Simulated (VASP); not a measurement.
# SnO2 (P1) in VASP: single point with r2SCAN

Aim: the single point of SnO2 with r2SCAN.

Program: VASP 6.6.1. These are calculated values, not measurements. Logs are shortened: lines on timing, memory, paths and dates and some standing lists are left out, and cuts for length are marked.

### 1 The cell of the first run

The typed cell holds 6 atoms: a = 4.570 Å, b = 5.328 Å, c = 2.925 Å, α = 88.79°, β = 97.89°, γ = 95.33°.

### 2 Single point, r2SCAN (atoms moved at random and the cell strained at random)

The input, POSCAR:

```
SnO2
1.0
    4.5537298008     -0.2277958365     -0.3058980462
   -0.2277958365      5.3233279265      0.0434421357
   -0.2056727072      0.0292086261      2.9176514821
Sn O
2 4
Direct
   -0.0286054664     -0.0182577790     -0.0233584414
    0.5226922126      0.4843852066      0.4712425914
    0.3467942396      0.3128728200      0.0388226879
    0.1827685440      0.8207870500      0.4940295811
    0.6918122509      0.6732022282     -0.0033316989
    0.7845382192      0.2270104742      0.5225952799
```

The input, INCAR.step1:

```
PREC     = Accurate       # precision mode
ENCUT    = 520            # plane-wave cutoff, eV
ISMEAR   = 0              # smearing method
SIGMA    = 0.05           # smearing width, eV
LREAL    = F              # projectors in reciprocal space
LASPH    = T              # aspherical terms in the spheres
NELM     = 100            # most SCF steps
NBANDS   = 35             # bands
GGA      = PE             # functional
ALGO     = Normal         # electronic algorithm
EDIFF    = 1E-4           # SCF threshold, eV
LWAVE    = T              # write WAVECAR
LCHARG   = F              # write CHGCAR
```

The input, INCAR.step2:

```
PREC     = Accurate       # precision mode
ENCUT    = 520            # plane-wave cutoff, eV
EDIFF    = 1E-7           # SCF threshold, eV
ISMEAR   = 0              # smearing method
SIGMA    = 0.05           # smearing width, eV
LREAL    = F              # projectors in reciprocal space
LASPH    = T              # aspherical terms in the spheres
NELM     = 100            # most SCF steps
ALGO     = Normal         # electronic algorithm
ISIF     = 2              # what is computed and relaxed
LWAVE    = F              # write WAVECAR
LCHARG   = T              # write CHGCAR
METAGGA  = R2SCAN         # meta-GGA
LMIXTAU  = T            
LELF     = T              # ELF
LVHAR    = T            
NBANDS   = 35             # bands
ISTART   = 1
```

The input, KPOINTS:

```
Automatic mesh
0
Gamma
  6 6 8
```

Potentials or basis: VASP PAW PBE potentials, release 64 (Sn_d, O).

The run is started by

```bash
$ cat potpaw_PBE.64/Sn_d/POTCAR potpaw_PBE.64/O/POTCAR > POTCAR
$ cp INCAR.step1 INCAR
$ mpirun -np 1 vasp_std > vasp.out
$ cp INCAR.step2 INCAR
$ mpirun -np 1 vasp_std > vasp.out
```

OUTCAR:

```text
PREC = Accurate
   ENCUT = 520
   EDIFF = 1E-7
   ISMEAR = 0
   LREAL = F
   LASPH = T
   NELM = 100
   ISIF = 2
   METAGGA = R2SCAN
   ISTART = 1

 ion  position               nearest neighbor table
   1  0.971  0.982  0.977-   4 1.91   5 1.99   6 2.01   4 2.06   3 2.34   6 2.38   2 3.43   2 3.60
                             2 3.68   2 3.69
   2  0.523  0.484  0.471-   3 1.65   5 1.89   6 1.89   5 1.90   3 2.10   4 2.49   1 3.43   1 3.60
                             1 3.68   1 3.69
   3  0.347  0.313  0.039-   2 1.65   2 2.10   1 2.34
   4  0.183  0.821  0.494-   1 1.91   1 2.06   2 2.49
   5  0.692  0.673  0.997-   2 1.89   2 1.90   1 1.99
   6  0.785  0.227  0.523-   2 1.89   1 2.01   1 2.38

  LATTYP: Found a triclinic cell.
 ALAT       =     6.1323419620
 B/A-ratio  =     1.8706610194
 C/A-ratio  =     1.2886463134
 COS(alpha) =     0.0026129015
 COS(beta)  =     0.4512729511
 COS(gamma) =     0.8845722670

  Lattice vectors:

 A1 = (   0.4334685437,  -5.3525365526,  -2.9610936178)
 A2 = (  -3.8924654206, -10.4480686426,  -2.6986377073)
 A3 = (   4.9650752152,  -0.2862130887,  -6.1412010104)

Analysis of symmetry for initial positions (statically):
=====================================================================
 Subroutine PRICEL returns:
 Original cell was already a primitive cell.

 Routine SETGRP: Setting up the symmetry group for a
 triclinic supercell.

 Subroutine GETGRP returns: Found  1 space group operations
 (whereof  1 operations were pure point group operations)
 out of a pool of  2 trial point group operations.

The static configuration has the point symmetry C_1 .

Analysis of symmetry for dynamics (positions and initial velocities):
=====================================================================
 Subroutine PRICEL returns:
 Original cell was already a primitive cell.

 Routine SETGRP: Setting up the symmetry group for a
 triclinic supercell.

 Subroutine GETGRP returns: Found  1 space group operations
 (whereof  1 operations were pure point group operations)
 out of a pool of  2 trial point group operations.

The dynamic configuration has the point symmetry C_1 .

 Subroutine INISYM returns: Found  1 space group operations
 (whereof  1 operations are pure point group operations),
 and found     1 'primitive' translations

----------------------------------------------------------------------------------------

                                     Primitive cell

  volume of cell :      70.2388

  direct lattice vectors                    reciprocal lattice vectors
     4.553729801 -0.227795836 -0.305898046     0.221107938  0.009335216  0.015493009
    -0.227795836  5.323327927  0.043442136     0.009335216  0.188261896 -0.001226628
    -0.205672707  0.029208626  2.917651482     0.023042829 -0.001824370  0.344384028

  length of vectors
     4.569673911  5.328376711  2.925037534     0.221846568  0.188497195  0.345158889

  position of ions in fractional coordinates (direct lattice)
     0.971394534  0.981742221  0.976641559
     0.522692213  0.484385207  0.471242591
     0.346794240  0.312872820  0.038822688
     0.182768544  0.820787050  0.494029581
     0.691812251  0.673202228  0.996668301
     0.784538219  0.227010474  0.522595280

  ion indices of the primitive-cell ions
   primitive index   ion index
                 1           1
                 2           2
                 3           3
                 4           4
                 5           5
                 6           6

----------------------------------------------------------------------------------------

 KPOINTS: Automatic mesh

Automatic generation of k-mesh.
 Grid dimensions read from file:
 generate k-points for:    6    6    8

 Generating k-lattice:

  Cartesian coordinates                     Fractional coordinates (reciprocal lattice)
     0.036851323  0.001555869  0.002582168     0.166666667  0.000000000  0.000000000
     0.001555869  0.031376983 -0.000204438     0.000000000  0.166666667  0.000000000
     0.002880354 -0.000228046  0.043048003    -0.000000000  0.000000000  0.125000000

  Length of vectors
     0.036974428  0.031416199  0.043144861

  Shift w.r.t. Gamma in fractional coordinates (k-lattice)
     0.000000000  0.000000000  0.000000000

 Subroutine IBZKPT returns following result:
 ===========================================

 Found    148 irreducible k-points:

 Following reciprocal coordinates:
            Coordinates               Weight
  0.000000  0.000000  0.000000      1.000000
  0.166667 -0.000000  0.000000      2.000000
  0.333333 -0.000000 -0.000000      2.000000
  0.500000  0.000000 -0.000000      1.000000
 -0.000000  0.166667  0.000000      2.000000
  0.166667  0.166667 -0.000000      2.000000
[... 16 lines left out ...]
  0.333333 -0.000000  0.125000      2.000000
  0.500000 -0.000000  0.125000      2.000000
 [... further k-points ...]
   k-points           NKPTS =    148   k-points in BZ     NKDIM =    148   number of bands    NBANDS=     35
   number of dos      NEDOS =    301   number of ions     NIONS =      6
   total plane-waves  NPLWV =  34560
   dimension x,y,z NGX =    36 NGY =   40 NGZ =   24
   dimension x,y,z NGXF=    72 NGYF=   80 NGZF=   48
   ions per type =               2   4
   NGX,Y,Z   is equivalent  to a cutoff of  13.10, 12.48, 13.64 a.u.
   NGXF,Y,Z  is equivalent  to a cutoff of  26.19, 24.96, 27.28 a.u.
 SYSTEM =  unknown system
   PREC   = accura    normal or accurate (medium, high low for compatibility)
   ISTART =      1    job   : 0-new  1-cont  2-samecut
   ICHARG =      0    charge: 1-file 2-atom 10-const
   ISPIN  =      1    spin polarized calculation?
   LNONCOLLINEAR =      F non collinear calculations
   LSORBIT =      F    spin-orbit coupling
   LASPH  =      T    aspherical Exc in radial PAW
   ENCUT  =  520.0 eV  38.22 Ry    6.18 a.u.   8.50  9.91  5.44*2*pi/ulx,y,z
   NELM   =    100;   NELMIN=  2; NELMDL=  0     # of ELM steps
   EDIFF  = 0.1E-06   stopping-criterion for ELM
   LREAL  =      F    real-space projection
   EDIFFG = 0.1E-05   stopping-criterion for IOM
   NSW    =      0    number of steps for IOM
   IBRION =     -1    ionic relax: 0-MD 1-quasi-New 2-CG
   NFREE  =      0    steps in history (QN), initial steepest desc. (CG)
   ISIF   =      2    stress and relaxation
   ISYM   =      2    0-nonsym 1-usesym 2-fastsym
   POTIM  = 0.5000    time-step for ionic-motion
   TEBEG  =    0.0;   TEEND  =   0.0 temperature during run
   PSTRESS=    0.0 pullay stress
   NELECT =      52.0000    total number of electrons
   NUPDOWN=      -1.0000    fix difference up-down
   EMIN   =  10.00;   EMAX   =-10.00  energy-range for DOS
   EFERMI =   0.00;   METHOD = LEGACY
   ISMEAR =     0;   SIGMA  =   0.05  broadening in eV -4-tet -1-fermi 0-gaus
   EFERMI_NEDOS =   21; number of points for ismear=-14 and -15
   IALGO  =     38    algorithm
   IMIX   =      4    mixing-type and parameters
     AMIX     =   0.40;   BMIX     =  1.00
     AMIX_MAG =   1.60;   BMIX_MAG =  1.00
  volume/ion in A,a.u.               =      11.71        79.00
  Fermi-wavevector in a.u.,A,eV,Ry     =   1.480984  2.798654 29.841840  2.193313
  Thomas-Fermi vector in A             =   2.594950
   LORBIT       =      0    0 simple, 1 ext, 2 COOP (PROOUT), +10 PAW based schemes
   METAGGA = R2SCAN    functional components
   LHFCALC =     F    Hartree Fock is set to
   AEXX    =    0.0000 exact exchange contribution
   IVDW    =     0    specifies the selected vdW correction
   LEPSILON=     F    determine dielectric tensor
   LRPA    =     F    only Hartree local field effects (RPA)
 non-spin polarized calculation
 Gauss-broadening in eV      SIGMA  =   0.05
  energy-cutoff  :      520.00
  volume of cell :       70.24
 maximum number of plane-waves:      1917
 NGX is ok and might be reduce to    36
   NGX = 17   NGY = 19   NGZ = 11

 number of electron      51.9999997 magnetization

 Free energy of the ion-electron system (eV)
  ---------------------------------------------------
  ext. energy  EPLUGINS =         0.00000000
  ---------------------------------------------------
  free energy    TOTEN  =       -79.62604561 eV

  energy without entropy =      -79.62604561  energy(sigma->0) =      -79.62604561

 E-fermi :   6.5250     XC(G=0): -12.0493

 val. band max:        6.2329589929   @ k =   0.0000   0.0000   0.0000
 cond. band min:       8.3191587594   @ k =   0.0000   0.0000   0.0000
 fundamental gap:      2.0861997665
 Fermi energy:         6.5249792482

 k-point     1 :       0.0000    0.0000    0.0000
  band No.  band energies     occupation
      1     -17.1171      2.00000
      2     -15.6761      2.00000
      3     -15.1121      2.00000
      4     -14.9842      2.00000
      5     -14.7328      2.00000
      6     -14.6267      2.00000
[... 27 lines left out ...]
     34      19.0433      0.00000
     35      20.2067      0.00000

 k-point     2 :       0.1667   -0.0000    0.0000
  band No.  band energies     occupation
      1     -17.1007      2.00000
      2     -15.7045      2.00000
      3     -15.1215      2.00000
      4     -14.9757      2.00000
      5     -14.7294      2.00000
      6     -14.6289      2.00000
[... 27 lines left out ...]
     34      19.2024      0.00000
     35      20.3060      0.00000

 k-point     3 :       0.3333   -0.0000   -0.0000
  band No.  band energies     occupation
      1     -17.0661      2.00000
      2     -15.7685      2.00000
      3     -15.1249      2.00000
      4     -14.9637      2.00000
      5     -14.7244      2.00000
      6     -14.6342      2.00000
[... 27 lines left out ...]
     34      19.7205      0.00000
     35      20.7368      0.00000

 k-point     4 :       0.5000    0.0000   -0.0000
  band No.  band energies     occupation
      1     -17.0477      2.00000
      2     -15.8034      2.00000
      3     -15.1212      2.00000
      4     -14.9587      2.00000
      5     -14.7233      2.00000
      6     -14.6359      2.00000
[... 27 lines left out ...]
     34      20.0802      0.00000
     35      21.1979      0.00000

 k-point     5 :      -0.0000    0.1667    0.0000
  band No.  band energies     occupation
      1     -17.0989      2.00000
      2     -15.6962      2.00000
      3     -15.1536      2.00000
      4     -14.9617      2.00000
      5     -14.7288      2.00000
      6     -14.6334      2.00000
[... 638 lines left out ...]
 k-point    22 :       0.1667   -0.0000    0.1250
  band No.  band energies     occupation
      1     -16.9804      2.00000
      2     -15.7814      2.00000
      3     -15.3277      2.00000
      4     -14.9669      2.00000
      5     -14.7162      2.00000
      6     -14.6489      2.00000
[... 27 lines left out ...]
     34      19.2866      0.00000
     35      19.8405      0.00000

 k-point    23 :       0.3333   -0.0000    0.1250
  band No.  band energies     occupation
      1     -16.9499      2.00000
      2     -15.8449      2.00000
      3     -15.3370      2.00000
      4     -14.9577      2.00000
      5     -14.7099      2.00000
      6     -14.6445      2.00000
[... 27 lines left out ...]
     34      19.4297      0.00000
     35      20.6109      0.00000

 k-point    24 :       0.5000   -0.0000    0.1250
  band No.  band energies     occupation
      1     -16.9544      2.00000
      2     -15.8289      2.00000
      3     -15.3755      2.00000
      4     -14.9607      2.00000
      5     -14.7083      2.00000
      6     -14.6410      2.00000
[... 27 lines left out ...]
     34      19.8720      0.00000
     35      20.8929      0.00000

 [... further k-points ...]

------------------------ aborting loop because EDIFF is reached ----------------------------------------

  FORCE on cell =-STRESS in cart. coord.  units (eV):
  Direction    XX          YY          ZZ          XY          YZ          ZX
  --------------------------------------------------------------------------------------
  -------------------------------------------------------------------------------------
  Total       13.1900360     10.2730576     31.4891965      8.4034968      6.0992597     10.8674628
  in kB      300.8705955    234.3330198    718.2825964    191.6875051    139.1268302    247.8916660
  external PRESSURE =     417.8287372 kB  Pullay stress =       0.0000000 kB

 VOLUME and BASIS-vectors are now :
 -----------------------------------------------------------------------------
  energy-cutoff  :      520.00
  volume of cell :       70.24
      direct lattice vectors                 reciprocal lattice vectors
     4.553729801 -0.227795836 -0.305898046     0.221107938  0.009335216  0.015493009
    -0.227795836  5.323327927  0.043442136     0.009335216  0.188261896 -0.001226628
    -0.205672707  0.029208626  2.917651482     0.023042829 -0.001824370  0.344384028

 POSITION                                       TOTAL-FORCE (eV/Angst)
 -----------------------------------------------------------------------------------
      3.99896      5.03338      2.59500         1.185757      3.353871     -0.735685
      2.17294      2.47324      1.23607         0.560757      5.660164     10.107802
      1.49995      1.58766      0.02078        -8.263820     -7.628935    -10.459894
      0.54370      4.34211      1.42115         0.632725     -0.165635      1.569278
      2.79199      3.45520      2.72555         1.712813      3.462711     -0.590722
      3.41338      1.04500      1.29462         4.171768     -4.682176      0.109221
 -----------------------------------------------------------------------------------
    total drift:                                0.001284      0.001856     -0.000076

  FREE ENERGIE OF THE ION-ELECTRON SYSTEM (eV)
  ---------------------------------------------------
  free  energy   TOTEN  =       -79.6260456113 eV

  energy  without entropy=      -79.6260456113  energy(sigma->0) =      -79.62604561
```

It took 6.8 min on 1 thread of Intel Xeon 6975P-C (Granite Rapids), shared host; peak memory 0.38 GiB.

Results:

- Free energy: -79.6260 eV
- Pressure: 41.8 GPa
- Largest force: 15.359 eV/Å
- Band gap on the k mesh: 2.09 eV

Forces on the atoms (eV/Å):
```
Sn    1.186   3.354  -0.736
Sn    0.561   5.660  10.108
O    -8.264  -7.629 -10.460
O     0.633  -0.166   1.569
O     1.713   3.463  -0.591
O     4.172  -4.682   0.109
```

Stress tensor (GPa, compression positive):
```
30.09 19.17 24.79
19.17 23.43 13.91
24.79 13.91 71.83
```

Levels at points of the mesh, in eV from the valence-band top:
```
           k point  band 23  band 24  band 25  band 26  band 27  band 28  band 29  band 30
(0.00, 0.00, 0.00)    -1.27    -0.92    -0.76     0.00     2.09     6.88     7.32     8.48
(0.50, 0.00, 0.00)    -1.48    -1.34    -1.08    -0.81     4.20     5.32     8.21     8.40
(0.00, 0.50, 0.00)    -1.30    -1.14    -0.85    -0.08     4.16     5.45     7.81     8.70
(0.50, 0.50, 0.00)    -1.50    -1.13    -1.10    -0.86     4.68     6.13     7.58     8.47
(0.00, 0.00, 0.50)    -2.42    -1.76    -1.45    -1.10     5.55     7.26     8.03    10.18
(0.50, 0.00, 0.50)    -1.50    -1.30    -0.84    -0.33     5.78     6.29     8.48     8.70
(0.00, 0.50, 0.50)    -1.76    -1.40    -1.19    -1.06     5.78     6.25     7.72     8.78
(0.50, 0.50, 0.50)    -2.22    -1.51    -0.99    -0.44     4.70     5.61     8.33     8.97
```

Caveat: the cell differs from its parent crystal (atoms moved at random and the cell strained at random); the stress differs along the axes, from 23 to 72 GPa; the PAW data sets were made with another functional, which shifts forces and pressure a little; spin-orbit coupling is left out, which moves the levels of the heavy elements. A k mesh can miss the band edges.
